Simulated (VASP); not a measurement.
Here is a VASP 6.6.1 calculation.

File INCAR:

```
PREC = Accurate ; ENCUT = 520
EDIFF = 1E-6 ; ISMEAR = -1
SIGMA = 0.08 ; LREAL = False
LASPH = True ; NELM = 150
ALGO = Normal ; ISIF = 2
LWAVE = False ; LCHARG = False
ISPIN = 2 ; MAGMOM = 1.2
LORBIT = 11 ; NUPDOWN = 1.2
LMAXMIX = 4 ; GGA = PE
NBANDS = 15
```

KPOINTS

```
Automatic mesh
0
Gamma
  17 17 17
```

The input POSCAR:

```
Pd
1.0
    0.0000000000      1.9465000000      1.9465000000
    1.9465000000      0.0000000000      1.9465000000
    1.9465000000      1.9465000000      0.0000000000
Pd
1
Direct
    0.0000000000      0.0000000000      0.0000000000
```

Potentials or basis: VASP PAW PBE potentials, release 64 (Pd).

Run with:

```bash
$ cat potpaw_PBE.64/Pd/POTCAR > POTCAR
$ mpirun -np 1 vasp_std > vasp.out
```

Problem. Estimate the pressure.

Solution. 13.8 GPa.

Caveat: the cell stands under pressure; the total moment is fixed, so each spin has its own Fermi level.
